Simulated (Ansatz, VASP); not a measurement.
## CuAu in VASP and in Ansatz

INCAR

```
PREC = Accurate ; ENCUT = 520
EDIFF = 1E-8 ; ISMEAR = -1
SIGMA = 0.05 ; LREAL = False
LASPH = True ; NELM = 80
ALGO = Normal ; ISIF = 2
LWAVE = False ; LCHARG = False
GGA = PS ; LEFG = True
NBANDS = 18
```

Contents of KPOINTS:

```
Automatic mesh
0
Gamma
  13 13 10
```

POSCAR

```
CuAu
1.0
    2.8000000000      0.0000000000      0.0000000000
    0.0000000000      2.8000000000      0.0000000000
    0.0000000000      0.0000000000      3.6700000000
Cu Au
1 1
Direct
    0.5000000000      0.5000000000      0.5000000000
    0.0000000000      0.0000000000      0.0000000000
```

Input for Ansatz:

```yaml
crystal:
  lattice:
    - [2.8, 0.0, 0.0]
    - [0.0, 2.8, 0.0]
    - [0.0, 0.0, 3.67]
  atoms:
    - { symbol: Cu, position: [0.5, 0.5, 0.5] }
    - { symbol: Au, position: [0.0, 0.0, 0.0] }
kpoints:
  mp_grid: { grid: [13, 13, 10] }
  band_path:
    path:
      - [0.0, 0.0, 0.0]
      - [0.0, 0.5, 0.0]
      - [0.5, 0.5, 0.0]
      - [0.0, 0.0, 0.0]
      - [0.0, 0.0, 0.5]
      - [0.0, 0.5, 0.5]
      - [0.5, 0.5, 0.5]
      - [0.0, 0.0, 0.5]
      - [0.0, 0.5, 0.0]
    npoints: 14
scf:
  occupations: { method: fermi_dirac, width: 0.05 }
hamiltonian:
  xc: pbesol
  pseudopotentials: { kind: paw }
output:
  forces: true
  stress: true
  eigenvalues: true
  efg: { contact_densities: true }
  populations: true
  bader: true
  dos: { projected: true, de: 0.2, e_range: [-14, 8] }
  write_density: true
  write_potential: true
  elf: true
  volumetric_format: npy
```

Alike in both runs: task electric field gradients; functional PBEsol; k mesh 13 × 13 × 10; occupations fermi-dirac, width 0.05 eV; no spin polarisation.

```csv
,VASP,Ansatz
version,VASP 6.6.1,Ansatz 0.2.0
potentials or method,"VASP PAW PBE potentials, release 64 (Cu, Au)","PAW with Ansatz's default frozen-core files, scalar-relativistic"
plane-wave cutoff (eV),520,420
valence electrons in the cell,22,38
```

|  | VASP | Ansatz | Ansatz less VASP |
| --- | --- | --- | --- |
| pressure (GPa) | -2.0 | -2.0 | -0.05 |
| traceless stress, the component that is largest in VASP (GPa) | 0.35 | 0.28 | -0.074 |
| size of Vzz on the site where it differs most (V/Å²) | 79.5 | 52.1 | -27.45 |

VASP's potentials were made for PBE, not for PBEsol. VASP's potentials hold 22 valence electrons a cell and Ansatz's 38, so a difference there can come from the potentials and not from the codes.

Neither program's run includes spin-orbit coupling.
